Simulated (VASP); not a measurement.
A run of VASP 6.6.1:

INCAR

```
SYSTEM = IrPt2
PREC     = Accurate       ! precision mode
ENCUT    = 500            ! plane-wave cutoff, eV
EDIFF    = 1E-7           ! SCF threshold, eV
ISMEAR   = 0              ! smearing method
SIGMA    = 0.2            ! smearing width, eV
LREAL    = .FALSE.        ! projectors in reciprocal space
LASPH    = .TRUE.         ! aspherical terms in the spheres
NELM     = 120            ! most SCF steps
ALGO     = Normal         ! electronic algorithm
ISIF     = 3              ! what is computed and relaxed
LWAVE    = .FALSE.        ! write WAVECAR
LCHARG   = .FALSE.        ! write CHGCAR
GGA      = PE             ! functional
IBRION   = 2              ! ionic algorithm
NSW      = 36             ! ionic steps
EDIFFG   = -0.08          ! ionic threshold
GGA_COMPAT= .FALSE.      
NELMIN   = 4
```

File KPOINTS:

```
regular mesh
0
G
  6 6 6
  0 0 0
```

POSCAR

```
IrPt2
1.0
    0.0000000000      2.7796994100      2.7796994100
    2.7796994100      0.0000000000      2.7796994100
    2.7796994100      2.7796994100      0.0000000000
Ir Pt
1 2
Direct
    0.0000000000      0.0000000000      0.0000000000
    0.7500000000      0.7500000000      0.7500000000
    0.5000000000      0.5000000000      0.5000000000
```

Potentials or basis: VASP PAW PBE potentials, release 64 (Ir, Pt).

Launch:

```bash
$ cat potpaw_PBE.64/Ir/POTCAR potpaw_PBE.64/Pt/POTCAR > POTCAR
$ mpirun -np 1 vasp_std > vasp.out
```

Hardware: 1 thread of AMD EPYC 7R43 64-Core Processor (Zen 3), on a shared host.

Question: How long does it take, and how much memory?

Answer: It took 96 s on 1 thread of AMD EPYC 7R43 64-Core Processor (Zen 3), on a shared host, peak memory 0.15 GiB. Counts: scf iterations 94, k points 16, ion steps 7.
